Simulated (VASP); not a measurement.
Set up this calculation in VASP 6.6.1, as the native input.

```
Task                      : relaxation of the atoms
Functional                : PBE
Potentials or basis       : VASP PAW PBE potentials, release 64 (Si, W_sv, Cl)
Cutoff                    : 450 eV
k mesh                    : 8 × 8 × 1
Occupations               : gaussian, width 0.1 eV
Spin                      : no spin polarisation
Dipole correction         : yes
Atoms held fixed (from 0) : [0, 4, 1, 2, 5, 3, 6]
Further INCAR settings    : ALGO = Normal; EDIFF = 1e-07; NELMDL = -8; IBRION = 2; EDIFFG = -0.025; NSW = 36
```

The structure of Si4W2Cl lies in POSCAR:

```
Si4W2Cl
1.0
    3.2290359795      0.0000000000      0.0000000000
    0.0000000000      3.2290359795      0.0000000000
    0.0000000000      0.0000000000     21.9368337387
Si W Cl
4 2 1
Selective dynamics
Direct
    0.0000000000      0.0000000000      0.1823417202  F F F
    0.0000000000      0.0000000000      0.3010024140  F F F
    0.5000000000      0.5000000000      0.3590131320  F F F
    0.5000000000      0.5000000000      0.4757675544  F F F
    0.5000000000      0.5000000000      0.2416720671  F F F
    0.0000000000      0.0000000000      0.4178417948  F F F
    0.5000000000      0.5000000000      0.5733203747  F F T
```

One way to write it, as run:

INCAR

```
ALGO     = Normal         # electronic algorithm
DIPOL    = 0.5 0.5 0.364
EDIFF    = 1E-7           # SCF threshold, eV
EDIFFG   = -0.025         # ionic threshold
ENCUT    = 450            # plane-wave cutoff, eV
GGA      = PE             # functional
GGA_COMPAT= F            
IBRION   = 2              # ionic algorithm
IDIPOL   = 3            
ISIF     = 2              # what is computed and relaxed
ISMEAR   = 0              # smearing method
LASPH    = T              # aspherical terms in the spheres
LCHARG   = F              # write CHGCAR
LDIPOL   = T            
LREAL    = F              # projectors in reciprocal space
LWAVE    = F              # write WAVECAR
NELM     = 120            # most SCF steps
NELMDL   = -8           
NELMIN   = 4            
NSW      = 36             # ionic steps
PREC     = Accurate       # precision mode
SIGMA    = 0.1            # smearing width, eV
```

KPOINTS

```
k-points
0
Gamma
  8 8 1
```

Potentials or basis: VASP PAW PBE potentials, release 64 (Si, W_sv, Cl).

Run with:

```console
$ cat potpaw_PBE.64/Si/POTCAR potpaw_PBE.64/W_sv/POTCAR potpaw_PBE.64/Cl/POTCAR > POTCAR
$ mpirun -np 1 vasp_std > vasp.out
```

Results of the run:

The energy gained by relaxing is 8.0 meV/atom, the ionic steps are 3 and the band gap on the k mesh is zero (an odd number of electrons rules out a gap without spin polarisation).

Caveat: spin-orbit coupling is left out, which moves the levels of the heavy elements; an odd number of electrons without spin polarisation forces a metal; a magnetic or distorted state may lie lower.

Wall time 6.1 min on 1 thread of AMD EPYC 7R43 64-Core Processor (Zen 3), on a shared host, peak memory 0.3 GiB.
